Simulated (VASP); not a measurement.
Set up this calculation in VASP 6.6.1, as the native input.

```yaml
Task: electric field gradients
Functional: PBE
Potentials_or_basis: VASP PAW PBE potentials, release 64 (Sb)
Cutoff: 520 eV
k_mesh: 13 × 13 × 7
Occupations: fermi-dirac, width 0.05 eV
Spin: no spin polarisation
Dipole_correction: no
Further_INCAR_settings: ALGO = Normal; EDIFF = 1e-08; NBANDS = 12
```

The structure of Sb lies in POSCAR:

```
Sb
1.0
    3.4565403489      0.0000000000      0.0000000000
   -1.7282701744      2.9934517514      0.0000000000
    0.0000000000      0.0000000000      5.3039431542
Sb
2
Direct
    0.3333333333      0.6666666667      0.2500000000
    0.6666666667      0.3333333333      0.7500000000
```

This isn't the form of Sb at room conditions, which is rhombohedral.

The input as run:

INCAR

```
SYSTEM = Sb
ALGO = Normal
EDIFF = 1E-8
ENCUT = 520
GGA = PE
ISIF = 2
ISMEAR = -1
LASPH = .TRUE.
LCHARG = .FALSE.
LEFG = .TRUE.
LREAL = .FALSE.
LWAVE = .FALSE.
NBANDS = 12
NELM = 100
PREC = Accurate
SIGMA = 0.05
```

KPOINTS

```
k-points
0
G
  13 13 7
  0 0 0
```

Potentials or basis: VASP PAW PBE potentials, release 64 (Sb).

The run is started by

```console
$ cat potpaw_PBE.64/Sb/POTCAR > POTCAR
$ mpirun -np 1 vasp_std > vasp.out
```

Results of the run:

The pressure is -0.2 GPa. The band gap on the k mesh is zero (bands 5 and 6 overlap by 6.05 eV) and the largest electric field gradient by atom is Sb +16.8 V/Å².

Caveat: without QUAD_EFG the Cq values of the log hold for a quadrupole moment of 1 mb, not for the nuclei; spin-orbit coupling is left out, which moves the levels of the heavy elements.

It took 65 s on 1 thread of Intel Xeon 8259CL, on a shared host, peak memory 0.21 GiB.
